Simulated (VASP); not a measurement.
Wanted: the native input for a VASP 6.6.1 run.

```yaml
Task: single point
Functional: PBE
Potentials_or_basis: VASP PAW PBE potentials, release 64 (Mg, O)
Cutoff: 520 eV
k_mesh: 8 × 8 × 8
Occupations: gaussian, width 0.01 eV
Spin: no spin polarisation
Dipole_correction: no
Further_INCAR_settings: ALGO = Normal; EDIFF = 1e-06; NBANDS = 11
```

The structure of MgO lies in POSCAR:

```
MgO
1.0
    2.6233491281      0.0000000000      0.0000000000
    0.0000000000      2.6233491281      0.0000000000
    0.0000000000      0.0000000000      2.6233491281
Mg O
1 1
Direct
    0.0000000000      0.0000000000      0.0000000000
    0.5000000000      0.5000000000      0.5000000000
```

One way to write it, as run:

INCAR

```
SYSTEM = MgO
  ALGO = Normal
  EDIFF = 1E-6
  ENCUT = 520
  GGA = PE
  ISIF = 2
  ISMEAR = 0
  LASPH = .TRUE.
  LCHARG = .FALSE.
  LREAL = .FALSE.
  LWAVE = .FALSE.
  NBANDS = 11
  NELM = 60
  PREC = Accurate
  SIGMA = 0.01
```

KPOINTS

```
k-points
0
G
  8 8 8
  0 0 0
```

Potentials or basis: VASP PAW PBE potentials, release 64 (Mg, O).

Run with:

```bash
$ cat potpaw_PBE.64/Mg/POTCAR potpaw_PBE.64/O/POTCAR > POTCAR
$ mpirun -np 1 vasp_std > vasp.out
```

Results of the run:

The pressure is 5.5 GPa and the band gap on the k mesh is 2.62 eV, indirect (least direct gap 3.64 eV).

It used 6 s of CPU time on 1 thread of AMD EPYC 7R13 Processor (Zen 3), with other jobs on the host.
